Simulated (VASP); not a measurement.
SiC3:

```
CELL_PARAMETERS angstrom
2.74937 0.00000 0.00000
-1.37469 2.38103 0.00000
0.00000 0.00000 8.19365
ATOMIC_POSITIONS crystal
Si 0.66667 0.33333 0.50000
C 0.33333 0.66667 0.00000
C 0.33333 0.66667 0.50000
C 0.66667 0.33333 0.00000
```

| Quantity | Value |
| --- | --- |
| Program | VASP 6.6.1 |
| Task | relaxation of cell and atoms |
| Functional | PBE |
| Potentials or basis | VASP PAW PBE potentials, release 64 (Si, C) |
| Cutoff | 600 eV |
| k mesh | 6 × 6 × 2 |
| Occupations | gaussian, width 0.1 eV |
| Spin | no spin polarisation |

At the start: pressure 16.4 GPa; volume 13.41 Å³/atom.

How do energy, volume and symmetry change on relaxing?

Over 4 steps the energy falls by 63.3 meV/atom and the volume is 14.29 Å³/atom (+6.6 %); space group P-6m2 (No. 187, to 0.05 Å).

The path:
| step | energy change (eV) | largest force (eV/Å) | pressure (GPa) | volume (Å³) |
| --- | --- | --- | --- | --- |
| 1 | 0.0000 | 0.0000 | 16.42 | 53.64 |
| 2 | 0.5887 | 0.0000 | -20.61 | 64.84 |
| 3 | -0.2523 | 0.0000 | -0.76 | 57.37 |
| 4 | -0.2531 | 0.0000 | -0.01 | 57.17 |

Final structure:
```xyz
4
Lattice="2.8383 0.0000 0.0000 -1.4192 2.4580 0.0000 0.0000 0.0000 8.1951" Properties=species:S:1:pos:R:3 pbc="T T T"
Si    1.4192    0.8193    4.0975
C     0.0000    1.6387    0.0000
C     0.0000    1.6387    4.0975
C     1.4192    0.8193    0.0000
```

Caveat: the k points lie up to 0.43 Å⁻¹ apart in the final cell.
